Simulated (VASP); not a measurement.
# Al3B2N (P4/mmm) in VASP: a series of runs, part 2 of 3

VASP 6.6.1. The steps go on from the part before.

### Step 3. Relaxation of cell and atoms, PBE

This run uses another cell than the first one, of 12.75 Å³/atom.

Input file INCAR:

```
ALGO = Normal
EDIFF = 1E-6
EDIFFG = -0.04
ENCUT = 600
GGA = PE
IBRION = 2
ISIF = 3
ISMEAR = 0
LASPH = True
LCHARG = False
LREAL = False
LWAVE = False
NELM = 100
NSW = 90
PREC = Accurate
SIGMA = 0.1
```

Input file KPOINTS:

```
k-points
0
Gamma
  4 4 4
```

Input file POSCAR:

```
Al3B2N
1.0
    4.2406180314      0.0000000000      0.0000000000
    0.0000000000      4.2406180314      0.0000000000
    0.0000000000      0.0000000000      4.2532428194
Al B N
3 2 1
Direct
    0.0000000000      0.0000000000      0.0000000000
    0.0000000000      0.5000000000      0.5000000000
    0.5000000000      0.0000000000      0.5000000000
    0.0000000000      0.5000000000      0.0000000000
    0.5000000000      0.0000000000      0.0000000000
    0.5000000000      0.5000000000      0.0000000000
```

Potentials or basis: VASP PAW PBE potentials, release 64 (Al, B, N).

On the command line:

```sh
$ cat potpaw_PBE.64/Al/POTCAR potpaw_PBE.64/B/POTCAR potpaw_PBE.64/N/POTCAR > POTCAR
$ mpirun -np 1 vasp_std > vasp.out
```

OUTCAR:

```text
EDIFF = 1E-6
   EDIFFG = -0.04
   ENCUT = 600
   GGA = PE
   IBRION = 2
   ISIF = 3
   ISMEAR = 0
   LASPH = True
   LREAL = False
   NELM = 100
   NSW = 90
   PREC = Accurate

 ion  position               nearest neighbor table
   1  0.000  0.000  0.000-   4 2.12   5 2.12   4 2.12   5 2.12   2 3.00   3 3.00   2 3.00   2 3.00
                             2 3.00   3 3.00   3 3.00   3 3.00
   2  0.000  0.500  0.500-   4 2.13   4 2.13   3 3.00   3 3.00   3 3.00   3 3.00   1 3.00   1 3.00
                             1 3.00   1 3.00
   3  0.500  0.000  0.500-   5 2.13   5 2.13   2 3.00   2 3.00   2 3.00   2 3.00   1 3.00   1 3.00
                             1 3.00   1 3.00
   4  0.000  0.500  0.000-   1 2.12   1 2.12   2 2.13   2 2.13
   5  0.500  0.000  0.000-   1 2.12   1 2.12   3 2.13   3 2.13
   6  0.500  0.500  0.000-

  LATTYP: Found a simple tetragonal cell.
 ALAT       =     4.2406180314
 C/A-ratio  =     1.0029771104

  Lattice vectors:

 A1 = (   4.2406180314,   0.0000000000,   0.0000000000)
 A2 = (   0.0000000000,   4.2406180314,   0.0000000000)
 A3 = (   0.0000000000,   0.0000000000,   4.2532428194)

Analysis of symmetry for initial positions (statically):
=====================================================================
 Subroutine PRICEL returns:
 Original cell was already a primitive cell.

 Routine SETGRP: Setting up the symmetry group for a
 simple tetragonal supercell.

 Subroutine GETGRP returns: Found 16 space group operations
 (whereof 16 operations were pure point group operations)
 out of a pool of 16 trial point group operations.

The static configuration has the point symmetry D_4h.

Analysis of symmetry for dynamics (positions and initial velocities):
=====================================================================
 Subroutine PRICEL returns:
 Original cell was already a primitive cell.

 Routine SETGRP: Setting up the symmetry group for a
 simple tetragonal supercell.

 Subroutine GETGRP returns: Found 16 space group operations
 (whereof 16 operations were pure point group operations)
 out of a pool of 16 trial point group operations.

The dynamic configuration has the point symmetry D_4h.

 Subroutine INISYM returns: Found 16 space group operations
 (whereof 16 operations are pure point group operations),
 and found     1 'primitive' translations

----------------------------------------------------------------------------------------

                                     Primitive cell

  volume of cell :      76.4854

  direct lattice vectors                    reciprocal lattice vectors
     4.240618031  0.000000000  0.000000000     0.235814684  0.000000000  0.000000000
     0.000000000  4.240618031  0.000000000     0.000000000  0.235814684  0.000000000
     0.000000000  0.000000000  4.253242819     0.000000000  0.000000000  0.235114721

  length of vectors
     4.240618031  4.240618031  4.253242819     0.235814684  0.235814684  0.235114721

  position of ions in fractional coordinates (direct lattice)
     0.000000000  0.000000000  0.000000000
     0.000000000  0.500000000  0.500000000
     0.500000000  0.000000000  0.500000000
     0.000000000  0.500000000  0.000000000
     0.500000000  0.000000000  0.000000000
     0.500000000  0.500000000  0.000000000

  ion indices of the primitive-cell ions
   primitive index   ion index
[... 24 lines left out ...]

  Shift w.r.t. Gamma in fractional coordinates (k-lattice)
     0.000000000  0.000000000  0.000000000

 Subroutine IBZKPT returns following result:
 ===========================================

 Found     18 irreducible k-points:

 Following reciprocal coordinates:
            Coordinates               Weight
  0.000000  0.000000  0.000000      1.000000
  0.250000  0.000000  0.000000      4.000000
  0.500000  0.000000  0.000000      2.000000
  0.250000  0.250000  0.000000      4.000000
  0.500000  0.250000  0.000000      4.000000
  0.500000  0.500000  0.000000      1.000000
[... 10 lines left out ...]
  0.500000  0.250000  0.500000      4.000000
  0.500000  0.500000  0.500000      1.000000
   k-points           NKPTS =     18   k-points in BZ     NKDIM =     18   number of bands    NBANDS=     14
   number of dos      NEDOS =    301   number of ions     NIONS =      6
   total plane-waves  NPLWV =  46656
   dimension x,y,z NGX =    36 NGY =   36 NGZ =   36
   dimension x,y,z NGXF=    72 NGYF=   72 NGZF=   72
   ions per type =               3   2   1
   NGX,Y,Z   is equivalent  to a cutoff of  14.11, 14.11, 14.07 a.u.
   NGXF,Y,Z  is equivalent  to a cutoff of  28.23, 28.23, 28.14 a.u.
 SYSTEM =  unknown system
   PREC   = accura    normal or accurate (medium, high low for compatibility)
   ISTART =      0    job   : 0-new  1-cont  2-samecut
   ICHARG =      2    charge: 1-file 2-atom 10-const
   ISPIN  =      1    spin polarized calculation?
   LNONCOLLINEAR =      F non collinear calculations
   LSORBIT =      F    spin-orbit coupling
   LASPH  =      T    aspherical Exc in radial PAW
   ENCUT  =  600.0 eV  44.10 Ry    6.64 a.u.   8.47  8.47  8.49*2*pi/ulx,y,z
   NELM   =    100;   NELMIN=  2; NELMDL= -5     # of ELM steps
   EDIFF  = 0.1E-05   stopping-criterion for ELM
   LREAL  =      F    real-space projection
   EDIFFG = -.4E-01   stopping-criterion for IOM
   NSW    =     90    number of steps for IOM
   IBRION =      2    ionic relax: 0-MD 1-quasi-New 2-CG
   NFREE  =      1    steps in history (QN), initial steepest desc. (CG)
   ISIF   =      3    stress and relaxation
   ISYM   =      2    0-nonsym 1-usesym 2-fastsym
   POTIM  = 0.5000    time-step for ionic-motion
   TEBEG  =    0.0;   TEEND  =   0.0 temperature during run
   PSTRESS=    0.0 pullay stress
   NELECT =      20.0000    total number of electrons
   NUPDOWN=      -1.0000    fix difference up-down
   EMIN   =  10.00;   EMAX   =-10.00  energy-range for DOS
   EFERMI =   0.00;   METHOD = LEGACY
   ISMEAR =     0;   SIGMA  =   0.10  broadening in eV -4-tet -1-fermi 0-gaus
   EFERMI_NEDOS =   21; number of points for ismear=-14 and -15
   IALGO  =     38    algorithm
   IMIX   =      4    mixing-type and parameters
     AMIX     =   0.40;   BMIX     =  1.00
     AMIX_MAG =   1.60;   BMIX_MAG =  1.00
  volume/ion in A,a.u.               =      12.75        86.02
  Fermi-wavevector in a.u.,A,eV,Ry     =   1.046868  1.978294 14.911074  1.095933
  Thomas-Fermi vector in A             =   2.181724
   LORBIT       =      0    0 simple, 1 ext, 2 COOP (PROOUT), +10 PAW based schemes
   GGA     = PE    functional components
   LHFCALC =     F    Hartree Fock is set to
   AEXX    =    0.0000 exact exchange contribution
   IVDW    =     0    specifies the selected vdW correction
   LEPSILON=     F    determine dielectric tensor
   LRPA    =     F    only Hartree local field effects (RPA)
 conjugate gradient relaxation of ions
 non-spin polarized calculation
 Gauss-broadening in eV      SIGMA  =   0.10
  energy-cutoff  :      600.00
  volume of cell :       76.49
 maximum number of plane-waves:      2562
 NGX is ok and might be reduce to    36
   NGX = 17   NGY = 17   NGZ = 17

--------------------------------------- Ionic step        1  -------------------------------------------

 number of electron      20.0000000 magnetization

 Free energy of the ion-electron system (eV)
  ---------------------------------------------------
  ext. energy  EPLUGINS =         0.00000000
  ---------------------------------------------------
  free energy    TOTEN  =       -26.77502705 eV

  energy without entropy =      -26.75519049  energy(sigma->0) =      -26.76510877

------------------------ aborting loop because EDIFF is reached ----------------------------------------

  FORCE on cell =-STRESS in cart. coord.  units (eV):
  Direction    XX          YY          ZZ          XY          YZ          ZX
  --------------------------------------------------------------------------------------
  -------------------------------------------------------------------------------------
  Total        1.5070624      1.5070624     -4.2521771      0.0000000      0.0000000      0.0000000
  in kB       31.5691827     31.5691827    -89.0724577      0.0000000      0.0000000      0.0000000
  external PRESSURE =      -8.6446974 kB  Pullay stress =       0.0000000 kB
[... 147 lines left out ...]
--------------------------------------- Ionic step        5  -------------------------------------------

 number of electron      20.0000000 magnetization

 Free energy of the ion-electron system (eV)
  ---------------------------------------------------
  ext. energy  EPLUGINS =         0.00000000
  ---------------------------------------------------
  free energy    TOTEN  =       -26.86844282 eV

  energy without entropy =      -26.84827611  energy(sigma->0) =      -26.85835946

 E-fermi :   6.4301     XC(G=0): -10.4176

 val. band max:        6.4162399220   @ k =   0.5000   0.2500   0.0000
 cond. band min:       6.4416129459   @ k =   0.2500   0.0000   0.5000
 fundamental gap:      0.0253730238
 Fermi energy:         6.4300753251

 k-point     1 :       0.0000    0.0000    0.0000
  band No.  band energies     occupation
      1      -8.0108      2.00000
      2      -2.5398      2.00000
      3       0.2484      2.00000
      4       0.8205      2.00000
      5       0.8205      2.00000
      6       1.4982      2.00000
      7       4.1083      2.00000
      8       5.2281      2.00000
      9       5.2281      2.00000
     10       5.3089      2.00000
     11       6.4954      0.35541
     12       7.8512      0.00000
     13       9.2146      0.00000
     14       9.2146      0.00000
[... 320 lines left out ...]
  FREE ENERGIE OF THE ION-ELECTRON SYSTEM (eV)
  ---------------------------------------------------
  free  energy   TOTEN  =       -26.8684428202 eV

  energy  without entropy=      -26.8482761088  energy(sigma->0) =      -26.85835946

 reached required accuracy - stopping structural energy minimisation
```

OSZICAR:

```text
N       E                     dE             d eps       ncg     rms          rms(c)
DAV:   1     0.577545893066E+02    0.57755E+02   -0.90091E+03   504   0.134E+03
DAV:   2    -0.226192669250E+02   -0.80374E+02   -0.77489E+02   682   0.198E+02
DAV:   3    -0.291869557867E+02   -0.65677E+01   -0.64350E+01   654   0.573E+01
[... 42 lines left out ...]
DAV:   4    -0.268684828648E+02    0.68711E-05   -0.14698E-03   522   0.302E-01    0.432E-02
DAV:   5    -0.268684467185E+02    0.36146E-04   -0.11208E-04   626   0.690E-02    0.159E-02
DAV:   6    -0.268684440540E+02    0.26645E-05   -0.90811E-06   594   0.169E-02    0.928E-03
DAV:   7    -0.268684428279E+02    0.12261E-05   -0.15565E-06   270   0.850E-03    0.132E-03
DAV:   8    -0.268684428202E+02    0.76537E-08   -0.20192E-07   258   0.421E-03
   5 F= -.26868443E+02 E0= -.26858359E+02  d E =-.176164E-02
```

It took 2.2 min on 1 thread of Intel Xeon 8259CL, shared host; peak memory 0.21 GiB.

Results:

| Property | Result |
| --- | --- |
| Free energy | -26.8684 eV |
| Relaxed volume | 12.74 Å³/atom |
| Relaxed cell | a = 4.303 Å, b = 4.303 Å, c = 4.129 Å, α = 90.00°, β = 90.00°, γ = 90.00° |
| Space group after relaxing (to 0.1 Å) | P4/mmm (No. 123) |
| Energy gained by relaxing | 15.6 meV/atom |
| Ionic steps | 5 |
| Pressure after relaxing | -0.2 GPa |
| Band gap on the k mesh | zero (bands 10 and 11 overlap by 1.07 eV) |

The path:
```tsv
step	energy change (eV)	largest force (eV/Å)	pressure (GPa)	volume (Å³)
1	0.0000	0.0000	-0.86	76.49
2	-0.0908	0.0000	1.10	75.67
3	-0.0917	0.0000	0.90	75.74
4	-0.0917	0.0000	0.84	75.75
5	-0.0934	0.0000	-0.15	76.47
```

Final structure:
```xyz
6
Lattice="4.3035 0.0000 0.0000 0.0000 4.3035 0.0000 0.0000 0.0000 4.1289" Properties=species:S:1:pos:R:3 pbc="T T T"
Al    0.0000    0.0000    0.0000
Al    0.0000    2.1517    2.0645
Al    2.1517    4.3035    2.0645
B     0.0000    2.1517    4.1289
B     2.1517    0.0000    0.0000
N     2.1517    2.1517    0.0000
```

Levels at points of the mesh, in eV from the Fermi level:
| k point | band 7 | band 8 | band 9 | band 10 | band 11 | band 12 | band 13 | band 14 |
| --- | --- | --- | --- | --- | --- | --- | --- | --- |
| (0.00, 0.00, 0.00) | -2.32 | -1.20 | -1.20 | -1.12 | 0.07 | 1.42 | 2.78 | 2.78 |
| (0.50, 0.00, 0.00) | -3.27 | -3.08 | -1.37 | -1.11 | 0.01 | 0.94 | 2.47 | 3.45 |
| (0.50, 0.50, 0.00) | -1.94 | -1.33 | -0.64 | -0.64 | 0.59 | 1.28 | 1.41 | 1.85 |
| (0.00, 0.00, 0.50) | -3.18 | -1.40 | -0.75 | -0.75 | -0.43 | -0.43 | 2.82 | 3.80 |
| (0.50, 0.00, 0.50) | -2.53 | -2.39 | -1.09 | 0.15 | 0.37 | 1.01 | 1.90 | 2.81 |
| (0.50, 0.50, 0.50) | -4.19 | -4.13 | 0.54 | 0.54 | 1.63 | 1.89 | 2.54 | 3.50 |

Caveat: the k points lie up to 0.38 Å⁻¹ apart in the final cell, too coarse for converged energies and pressures of a metal.

### Step 4. Relaxation of cell and atoms, PBE

Input file INCAR:

```
SYSTEM = Al3B2N
  PREC = Accurate
  ENCUT = 600
  EDIFF = 1E-7
  ISMEAR = 0
  SIGMA = 0.1
  LREAL = .False.
  LASPH = .True.
  NELM = 60
  ALGO = Normal
  ISIF = 3
  LWAVE = .False.
  LCHARG = .False.
  GGA = PE
  IBRION = 2
  NSW = 90
  EDIFFG = -0.04
```

Input file KPOINTS:

```
regular mesh
0
Gamma
  6 6 2
  0 0 0
```

POSCAR, as its differences from that of step 3:

```diff
@@ -2,5 +2,5 @@
 1.0
-    4.2406180314      0.0000000000      0.0000000000
-    0.0000000000      4.2406180314      0.0000000000
-    0.0000000000      0.0000000000      4.2532428194
+    3.2254163000      0.0000000000      0.0000000000
+    0.0000000000      3.2254163000      0.0000000000
+    0.0000000000      0.0000000000      7.9761386000
 Al B N
```

On the command line:

```sh
$ cat potpaw_PBE.64/Al/POTCAR potpaw_PBE.64/B/POTCAR potpaw_PBE.64/N/POTCAR > POTCAR
$ mpirun -np 1 vasp_std > vasp.out
```

Run time: 9.4 min. Hardware: 1 thread of Intel Xeon 8259CL, shared host; peak memory 0.24 GiB.

The run converged. Its results:

```yaml
Free_energy: -26.8345 eV
Relaxed_volume: 12.64 Å³/atom
Relaxed_cell: a = 4.221 Å, b = 4.221 Å, c = 4.257 Å, α = 90.00°, β = 90.00°, γ = 90.00°
Space_group_after_relaxing_to_0.1_Å: P4/mmm (No. 123)
Energy_gained_by_relaxing: 2551.2 meV/atom
Ionic_steps: 19
Pressure_after_relaxing: 0.1 GPa
Band_gap_on_the_k_mesh: zero (bands 10 and 11 overlap by 1.15 eV)
```

Stress tensor (GPa, compression positive):
```
 0.10  0.00  0.00
 0.00  0.10  0.00
 0.00  0.00 -0.03
```

The path:
```csv
step,energy change (eV),largest force (eV/Å),pressure (GPa),volume (Å³)
1,0.0000,0.0000,75.02,82.98
2,-7.3161,0.0000,-12.22,178.25
3,-10.8735,0.0000,-1.69,127.85
4,-10.8731,0.0000,-1.15,126.86
5,-10.9615,0.0000,-1.35,123.86
6,-11.3045,0.0000,-2.01,114.82
7,-12.5438,0.0000,-3.02,96.61
8,-12.7157,0.0000,48.39,59.66
9,-13.2204,0.0000,-2.59,88.95
10,-14.7464,0.0000,4.68,74.36
11,-14.8533,0.0000,17.80,67.03
12,-14.9679,0.0000,9.96,70.48
13,-14.9719,0.0000,12.14,69.34
14,-15.2366,0.0000,4.41,73.13
15,-15.2919,0.0000,-2.57,77.65
16,-15.3011,0.0000,-0.90,76.44
17,-15.3011,0.0000,-0.69,76.30
18,-15.3060,0.0000,-0.25,76.03
19,-15.3071,0.0000,0.05,75.85
```

Final structure:
```xyz
6
Lattice="4.2211 0.0000 0.0000 0.0000 4.2211 0.0000 0.0000 0.0000 4.2568" Properties=species:S:1:pos:R:3 pbc="T T T"
Al    0.0000    0.0000    0.0000
Al    0.0000    2.1105    2.1284
Al    2.1105    0.0000    2.1284
B     0.0000    2.1105    0.0000
B     2.1105    0.0000    0.0000
N     2.1105    2.1105    0.0000
```

Levels at points of the mesh, in eV from the Fermi level:
```
           k point  band 7  band 8  band 9  band 10  band 11  band 12  band 13  band 14
(0.00, 0.00, 0.00)   -2.56   -0.72   -0.72    -0.52     0.34     2.13     2.83     2.83
(0.50, 0.00, 0.00)   -2.81   -2.81   -1.34    -1.17     0.42     1.37     3.11     4.65
(0.50, 0.50, 0.00)   -1.84   -1.13   -0.55    -0.55     0.42     1.33     2.17     2.17
(0.00, 0.00, 0.50)   -2.43   -1.09   -0.31    -0.31    -0.04    -0.04     3.02     4.02
(0.50, 0.00, 0.50)   -2.18   -1.93   -0.60     0.79     0.86     1.49     2.33     2.76
(0.50, 0.50, 0.50)   -3.95   -3.83    1.04     1.04     2.17     2.50     2.53     5.11
```

Caveat: the k points lie up to 0.74 Å⁻¹ apart in the final cell, too coarse for converged energies and pressures of a metal; a cell axis changed by over 15 % at a fixed basis, so the end point is rough.

### Step 5. Single point, PBE

This run uses another cell than the first one, of 12.80 Å³/atom.

Input file INCAR:

```
SYSTEM = Al3B2N
PREC = Accurate
ENCUT = 520
EDIFF = 1E-6
ISMEAR = 0
SIGMA = 0.1
LREAL = .FALSE.
LASPH = .TRUE.
NELM = 100
ALGO = Normal
ISIF = 2
LWAVE = .FALSE.
LCHARG = .FALSE.
GGA = PE
NBANDS = 19
```

Input file KPOINTS:

```
regular mesh
0
G
  10 10 10
  0 0 0
```

POSCAR, as its differences from that of step 4:

```diff
@@ -2,5 +2,5 @@
 1.0
-    3.2254163000      0.0000000000      0.0000000000
-    0.0000000000      3.2254163000      0.0000000000
-    0.0000000000      0.0000000000      7.9761386000
+    4.3155048565      0.0000000000      0.0000000000
+    0.0000000000      4.3155048565      0.0000000000
+    0.0000000000      0.0000000000      4.1225053153
 Al B N
```

On the command line:

```sh
$ cat potpaw_PBE.64/Al/POTCAR potpaw_PBE.64/B/POTCAR potpaw_PBE.64/N/POTCAR > POTCAR
$ mpirun -np 1 vasp_std > vasp.out
```

Wall time 2.1 min (1 thread of Intel Xeon 8259CL, shared host); peak memory 0.29 GiB.

It converged, with:

| Item | Value |
| --- | --- |
| Free energy | -26.7944 eV |
| Pressure | 0.0 GPa |
| Band gap on the k mesh | zero (bands 10 and 11 overlap by 1.17 eV) |

Levels at points of the mesh, in eV from the Fermi level:
```csv
k point,band 6,band 7,band 8,band 9,band 10,band 11,band 12,band 13,band 14,band 15
"(0.00, 0.00, 0.00)",-4.73,-2.14,-1.02,-1.02,-0.97,0.24,1.51,2.94,2.94,5.44
"(0.50, 0.00, 0.00)",-3.23,-3.12,-2.90,-1.18,-0.95,0.18,1.13,2.63,3.60,4.29
"(0.50, 0.50, 0.00)",-2.34,-1.74,-1.18,-0.43,-0.43,0.77,1.44,1.55,2.01,2.01
"(0.00, 0.00, 0.50)",-4.87,-3.05,-1.24,-0.56,-0.56,-0.31,-0.31,2.96,3.88,4.05
"(0.50, 0.00, 0.50)",-4.01,-2.35,-2.23,-0.94,0.27,0.58,1.12,2.01,2.80,2.98
"(0.50, 0.50, 0.50)",-5.53,-4.03,-4.00,0.77,0.77,1.78,2.05,2.71,3.68,5.10
```

(Part 2 of 3 ends here.)
